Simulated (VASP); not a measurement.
# B (P6_122) in VASP: notebook, part 2 of 2

VASP 6.6.1. Earlier steps stand in the parts before.

## (4) Relaxation of cell and atoms, PBE

File INCAR:

```
SYSTEM = B
ALGO = Normal
EDIFF = 1E-6
EDIFFG = -0.04
ENCUT = 600
GGA = PE
IBRION = 2
ISIF = 3
ISMEAR = 0
LASPH = .TRUE.
LCHARG = .FALSE.
LREAL = .FALSE.
LWAVE = .FALSE.
NELM = 60
NSW = 90
PREC = Accurate
SIGMA = 0.1
```

File KPOINTS:

```
k-points
0
G
  6 6 6
  0 0 0
```

File POSCAR:

```
B
1.0
    4.3438603400      0.0000000000      0.0000000000
   -2.1719301700      3.7618934100      0.0000000000
    0.0000000000      0.0000000000      2.5617633900
B
6
Direct
    0.6226509800      0.6226509800      0.1666666700
    0.3773490200      0.0000000000      0.5000000000
    0.0000000000      0.3773490200      0.8333333300
    0.0000000000      0.6226509800      0.3333333300
    0.3773490200      0.3773490200      0.6666666700
    0.6226509800      0.0000000000      0.0000000000
```

On the command line:

```
> cat potpaw_PBE.64/B/POTCAR > POTCAR
> mpirun -np 1 vasp_std > vasp.out
```

Run time: 8.2 min. Hardware: 1 thread of Intel Xeon 8259CL, shared host; peak memory 0.16 GiB.

It converged, with:

```yaml
Free_energy: -37.2197 eV
Relaxed_volume: 6.94 Å³/atom
Relaxed_cell: a = 5.042 Å, b = 5.042 Å, c = 1.891 Å, α = 90.00°, β = 90.00°, γ = 120.00°
Space_group_after_relaxing_to_0.1_Å: P6_122 (No. 178)
Energy_gained_by_relaxing: 654.9 meV/atom
Ionic_steps: 35
Pressure_after_relaxing: 0.4 GPa
Largest_force_after_relaxing: 0.029 eV/Å
Band_gap_on_the_k_mesh: zero (bands 9 and 10 overlap by 1.49 eV)
```

Forces on the atoms (eV/Å):
```
B    0.015  0.025  0.000
B   -0.029  0.000  0.000
B    0.015 -0.025  0.000
B   -0.015  0.025  0.000
B   -0.015 -0.025  0.000
B    0.029  0.000  0.000
```

Stress tensor (GPa, compression positive):
```
0.36 0.00 0.00
0.00 0.36 0.00
0.00 0.00 0.57
```

Step by step:
```
step  energy change (eV)  largest force (eV/Å)  pressure (GPa)  volume (Å³)
   1              0.0000                1.7561           36.74        41.86
   2             -0.8641                0.0004          -10.73        52.32
   3             -0.9905                0.1994           -1.35        49.01
   4             -0.9903                0.2180           -0.84        48.86
   5             -1.0167                0.1341            0.01        48.56
   6             -1.0775                0.1089            3.07        47.62
   7             -1.3829                0.6689            9.63        45.66
   8             -1.4816                3.9344           32.06        41.29
   9             -1.7411                1.7521           15.27        44.12
  10             -1.7902                2.6548           20.88        42.98
  11             -1.7926                2.2198           17.98        43.54
  12             -1.7934                2.2275           18.01        43.53
  13             -1.7958                2.2497           18.10        43.51
  14             -1.8002                2.2938           18.29        43.47
  15             -1.8074                2.3818           18.68        43.38
  16             -1.8150                2.5569           19.51        43.21
  17             -1.8244                2.5490           19.37        43.22
  18             -1.8526                2.5253           18.98        43.24
  19             -1.9078                2.4781           18.19        43.29
  20             -2.0147                2.3855           16.67        43.37
  21             -2.2145                2.2089           13.73        43.54
  22             -2.5600                1.9194            8.07        43.87
  23             -3.1235                1.4515           -1.83        44.45
  24             -3.6309                0.8018          -14.37        45.34
  25             -3.6283                0.8375          -13.97        45.30
  26             -3.7146                0.7456          -12.08        44.67
  27             -3.8848                0.3996           -5.24        42.80
  28             -3.7392                0.6867           15.16        39.21
  29             -3.9174                0.2200           -1.06        41.85
  30             -3.9202                0.1286            0.77        41.48
  31             -3.9202                0.1483            0.40        41.55
  32             -3.9237                0.1004            0.15        41.61
  33             -3.9280                0.0549           -0.46        41.76
  34             -3.9289                0.0450           -0.11        41.71
  35             -3.9295                0.0294            0.43        41.64
```

Final structure:
```cif
data_structure
_symmetry_space_group_name_H-M 'P 1'
_symmetry_Int_Tables_number 1
_cell_length_a 5.0421
_cell_length_b 5.0421
_cell_length_c 1.8915
_cell_angle_alpha 90.000
_cell_angle_beta 90.000
_cell_angle_gamma 120.000
_cell_volume 41.64
loop_
_atom_site_label
_atom_site_type_symbol
_atom_site_fract_x
_atom_site_fract_y
_atom_site_fract_z
_atom_site_occupancy
B1 B 0.65657 0.65657 0.16667 1
B2 B 0.34343 0.00000 0.50000 1
B3 B 0.00000 0.34343 0.83333 1
B4 B 0.00000 0.65657 0.33333 1
B5 B 0.34343 0.34343 0.66667 1
B6 B 0.65657 0.00000 0.00000 1
```

Levels at points of the mesh, in eV from the Fermi level:
| k point | band 5 | band 6 | band 7 | band 8 | band 9 | band 10 | band 11 | band 12 | band 13 |
| --- | --- | --- | --- | --- | --- | --- | --- | --- | --- |
| (0.00, 0.00, 0.00) | -10.10 | -8.67 | -7.77 | -1.77 | -1.77 | 5.18 | 5.18 | 6.27 | 10.35 |
| (0.50, 0.00, 0.00) | -6.52 | -6.14 | -5.07 | -4.78 | -4.43 | 3.23 | 5.81 | 6.37 | 7.03 |
| (0.00, 0.00, 0.50) | -4.14 | -4.14 | -1.90 | -1.90 | -0.49 | -0.49 | 0.53 | 0.53 | 2.72 |
| (0.50, 0.00, 0.50) | -4.31 | -4.31 | -2.31 | -2.31 | 0.35 | 0.35 | 1.39 | 1.39 | 5.28 |

Caveat: the k points lie up to 0.55 Å⁻¹ apart in the final cell, too coarse for converged energies and pressures of a metal; a cell axis changed by over 15 % at a fixed basis, so the end point is rough.

## (5) Single point, PBE

This run uses another cell than the first one, of 6.91 Å³/atom.

File INCAR:

```
SYSTEM = B
  ALGO = Normal
  EDIFF = 1E-7
  ENCUT = 520
  GGA = PE
  ISIF = 2
  ISMEAR = 0
  LASPH = .TRUE.
  LCHARG = .FALSE.
  LREAL = .FALSE.
  LWAVE = .FALSE.
  NBANDS = 18
  NELM = 60
  PREC = Accurate
  SIGMA = 0.1
```

File KPOINTS:

```
k-points
0
G
  12 12 20
  0 0 0
```

File POSCAR:

```
B
1.0
    5.0728267282      0.0000000000      0.0000000000
   -2.5364133641      4.3931968156      0.0000000000
    0.0000000000      0.0000000000      1.8603933541
B
6
Direct
    0.6563742883      0.6563742883      0.1666666667
    0.3436257117      0.0000000000      0.5000000000
    0.0000000000      0.3436257117      0.8333333333
    0.0000000000      0.6563742883      0.3333333333
    0.3436257117      0.3436257117      0.6666666667
    0.6563742883      0.0000000000      0.0000000000
```

On the command line:

```
> cat potpaw_PBE.64/B/POTCAR > POTCAR
> mpirun -np 1 vasp_std > vasp.out
```

Wall time 3 min (1 thread of Intel Xeon 8259CL, shared host); peak memory 0.23 GiB.

It converged, with:

- Free energy: -37.5012 eV
- Pressure: 0.0 GPa
- Band gap on the k mesh: zero (bands 9 and 10 overlap by 1.18 eV)

Stress tensor (GPa, compression positive):
```
 0.00  0.00  0.00
 0.00  0.00  0.00
 0.00  0.00 -0.10
```

Levels at points of the mesh, in eV from the Fermi level:
| k point | band 6 | band 7 | band 8 | band 9 | band 10 | band 11 | band 12 | band 13 |
| --- | --- | --- | --- | --- | --- | --- | --- | --- |
| (0.00, 0.00, 0.00) | -8.97 | -8.10 | -2.22 | -2.22 | 4.69 | 4.69 | 5.59 | 9.74 |
| (0.50, 0.00, 0.00) | -6.54 | -5.48 | -5.16 | -4.84 | 2.74 | 5.32 | 5.78 | 6.56 |
| (0.00, 0.00, 0.50) | -4.34 | -1.85 | -1.85 | -0.43 | -0.43 | 0.51 | 0.51 | 2.69 |
| (0.50, 0.00, 0.50) | -4.46 | -2.25 | -2.25 | 0.31 | 0.31 | 1.35 | 1.35 | 5.16 |

## (6) Relaxation of cell and atoms, PBE

This run uses another cell than the first one, of 6.95 Å³/atom.

File INCAR:

```
SYSTEM = B
PREC = Accurate
ENCUT = 600
EDIFF = 1E-6
ISMEAR = 0
SIGMA = 0.1
LREAL = .False.
LASPH = .True.
NELM = 80
ALGO = Normal
ISIF = 3
LWAVE = .False.
LCHARG = .False.
GGA = PE
IBRION = 2
NSW = 100
EDIFFG = -0.01
```

File KPOINTS:

```
Automatic mesh
0
Gamma
  12 12 20
  0 0 0
```

File POSCAR:

```
B
1.0
    5.0417581674      0.0000000000      0.0000000000
   -2.5208790837      4.3662906527      0.0000000000
    0.0000000000      0.0000000000      1.8946835585
B
6
Direct
    0.6569656108      0.6569656108      0.1666666667
    0.3430343892      0.0000000000      0.5000000000
    0.0000000000      0.3430343892      0.8333333333
    0.0000000000      0.6569656108      0.3333333333
    0.3430343892      0.3430343892      0.6666666667
    0.6569656108      0.0000000000      0.0000000000
```

Potentials or basis: VASP PAW PBE potentials, release 64 (B).

On the command line:

```
> cat potpaw_PBE.64/B/POTCAR > POTCAR
> mpirun -np 1 vasp_std > vasp.out
```

Run time: 5.5 min. Hardware: 1 thread of Intel Xeon 8259CL, shared host; peak memory 0.24 GiB.

Results (log left out):

| Property | Result |
| --- | --- |
| Free energy | -37.5069 eV |
| Relaxed volume | 6.90 Å³/atom |
| Relaxed cell | a = 5.071 Å, b = 5.071 Å, c = 1.859 Å, α = 90.00°, β = 90.00°, γ = 120.00° |
| Space group after relaxing (to 0.1 Å) | P6_122 (No. 178) |
| Energy gained by relaxing | 5.7 meV/atom |
| Ionic steps | 4 |
| Pressure after relaxing | 0.2 GPa |
| Band gap on the k mesh | zero (bands 9 and 10 overlap by 1.19 eV) |

Step by step:
```csv
step,energy change (eV),largest force (eV/Å),pressure (GPa),volume (Å³)
1,0.0000,0.0539,-0.76,41.71
2,-0.0313,0.0091,-0.32,41.50
3,-0.0340,0.0214,-0.52,41.54
4,-0.0342,0.0020,0.18,41.41
```

Final structure:
```cif
data_structure
_symmetry_space_group_name_H-M 'P 1'
_symmetry_Int_Tables_number 1
_cell_length_a 5.0713
_cell_length_b 5.0713
_cell_length_c 1.8594
_cell_angle_alpha 90.000
_cell_angle_beta 90.000
_cell_angle_gamma 120.000
_cell_volume 41.41
loop_
_atom_site_label
_atom_site_type_symbol
_atom_site_fract_x
_atom_site_fract_y
_atom_site_fract_z
_atom_site_occupancy
B1 B 0.65636 0.65636 0.16667 1
B2 B 0.34364 0.00000 0.50000 1
B3 B 0.00000 0.34364 0.83333 1
B4 B 0.00000 0.65636 0.33333 1
B5 B 0.34364 0.34364 0.66667 1
B6 B 0.65636 0.00000 0.00000 1
```

Levels at points of the mesh, in eV from the Fermi level:
| k point | band 5 | band 6 | band 7 | band 8 | band 9 | band 10 | band 11 | band 12 | band 13 |
| --- | --- | --- | --- | --- | --- | --- | --- | --- | --- |
| (0.00, 0.00, 0.00) | -10.48 | -8.99 | -8.11 | -2.23 | -2.23 | 4.69 | 4.69 | 5.59 | 9.74 |
| (0.50, 0.00, 0.00) | -6.97 | -6.55 | -5.49 | -5.17 | -4.85 | 2.73 | 5.32 | 5.78 | 6.56 |
| (0.00, 0.00, 0.50) | -4.35 | -4.35 | -1.85 | -1.85 | -0.42 | -0.42 | 0.50 | 0.50 | 2.69 |
| (0.50, 0.00, 0.50) | -4.47 | -4.47 | -2.25 | -2.25 | 0.30 | 0.30 | 1.35 | 1.35 | 5.16 |

## (7) The runs side by side

| task | cell | k mesh | cutoff (eV) | gap on the mesh (eV) | pressure (GPa) | relaxed volume (Å³/atom) | largest force (eV/Å) |
| --- | --- | --- | --- | --- | --- | --- | --- |
| single point | a = 4.344, b = 4.344, c = 2.562 Å, angles 90.0, 90.0, 120.0°, 6 atoms, atomic positions A | 6 × 6 × 6 | 520 | none | 36.8 | - | 1.76 |
| single point | a = 5.042, b = 5.042, c = 1.895 Å, angles 90.0, 90.0, 120.0°, 6 atoms, atomic positions B | 6 × 6 × 6 | 520 | none | 0.1 | - | 0.01 |
| relaxation of cell and atoms | relaxed from a = 4.344, b = 4.344, c = 2.562 Å, angles 90.0, 90.0, 120.0°, 6 atoms, atomic positions A | 6 × 6 × 6 | 600 | none | 0.4 | 6.94 | 0.03 |
| single point | a = 5.073, b = 5.073, c = 1.860 Å, angles 90.0, 90.0, 120.0°, 6 atoms, atomic positions B | 12 × 12 × 20 | 520 | none | 0.0 | - | - |
| relaxation of cell and atoms | relaxed from a = 5.042, b = 5.042, c = 1.895 Å, angles 90.0, 90.0, 120.0°, 6 atoms, atomic positions B | 12 × 12 × 20 | 600 | none | 0.2 | 6.90 | - |

Alike in all rows: level PBE; potentials or basis VASP PAW PBE potentials, release 64 (B); no spin polarisation; smearing gaussian 0.1 eV.

Caveats: some runs use coarse meshes; forces of over 1 eV/Å act on the atoms, so gaps and moduli don't describe the material at rest (at least some runs); a cell axis changed by over 15 % at a fixed basis, so the end point is rough (at least some runs).

Total energies depend on the potentials used, so only differences within one code and one set of settings carry meaning.
